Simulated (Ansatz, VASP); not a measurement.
**Two plane-wave programs on VN2**

Contents of INCAR:

```
ALGO = Normal
EDIFF = 1E-6
ENCUT = 520
GGA = CA
ISIF = 2
ISMEAR = 0
LASPH = True
LCHARG = False
LREAL = False
LWAVE = False
NBANDS = 32
NELM = 60
PREC = Accurate
SIGMA = 0.1
```

File KPOINTS:

```
k-points
0
Gamma
  12 12 12
```

The input POSCAR:

```
VN2
1.0
   -2.1507500000      2.1507500000      2.4913500000
    2.1507500000     -2.1507500000      2.4913500000
    2.1507500000      2.1507500000     -2.4913500000
V N
2 4
Direct
    0.2500000000      0.2500000000      0.0000000000
    0.7500000000      0.7500000000      0.0000000000
    0.1151000000      0.6151000000      0.7302000000
    0.6151000000      0.8849000000      0.5000000000
    0.8849000000      0.3849000000      0.2698000000
    0.3849000000      0.1151000000      0.5000000000
```

Input for Ansatz:

```yaml
crystal:
  lattice:
    - [-2.15075, 2.15075, 2.49135]
    - [2.15075, -2.15075, 2.49135]
    - [2.15075, 2.15075, -2.49135]
  atoms:
    - { symbol: V, position: [0.25, 0.25, 0.0] }
    - { symbol: V, position: [0.75, 0.75, 0.0] }
    - { symbol: "N", position: [0.1151, 0.6151, 0.7302] }
    - { symbol: "N", position: [0.6151, 0.8849, 0.5] }
    - { symbol: "N", position: [0.8849, 0.3849, 0.2698] }
    - { symbol: "N", position: [0.3849, 0.1151, 0.5] }
basis:
  ecutwfc: 420
kpoints:
  mp_grid: { grid: [12, 12, 12] }
hamiltonian:
  xc: lda
scf:
  occupations: { method: gaussian, width: 0.1 }
output:
  forces: true
  stress: true
  eigenvalues: true
```

Alike in both runs: task single point; functional LDA; k mesh 12 × 12 × 12; occupations gaussian, width 0.1 eV; no spin polarisation.

```csv
,VASP,Ansatz
version,VASP 6.6.1,Ansatz 0.2.0
potentials or method,"VASP PAW LDA potentials, release 64 (V_sv, N), cutoff 520 eV","scalar-relativistic, plane waves, PAW"
valence electrons in the cell,46,46
```

VASP gave:

```
gap on the k mesh at the Fermi level (eV)                     : none
pressure (GPa)                                                : -18.6
traceless stress, the component that is largest in VASP (GPa) : -0.13
rms of the force components (eV/Å)                            : 0.256
```

Question: Which values does Ansatz return?

Answer: gap on the k mesh at the Fermi level (eV): none; pressure (GPa): -19.9; traceless stress, the component that is largest in VASP (GPa): 0.33; rms of the force components (eV/Å): 0.322.

LDA's correlation is that of Perdew and Zunger in VASP and of Perdew and Wang (1992) in Ansatz. Atom by atom the forces differ by 0.067 eV/Å (rms over components). A gap of «none» marks a metal or a gap that the smearing closes.
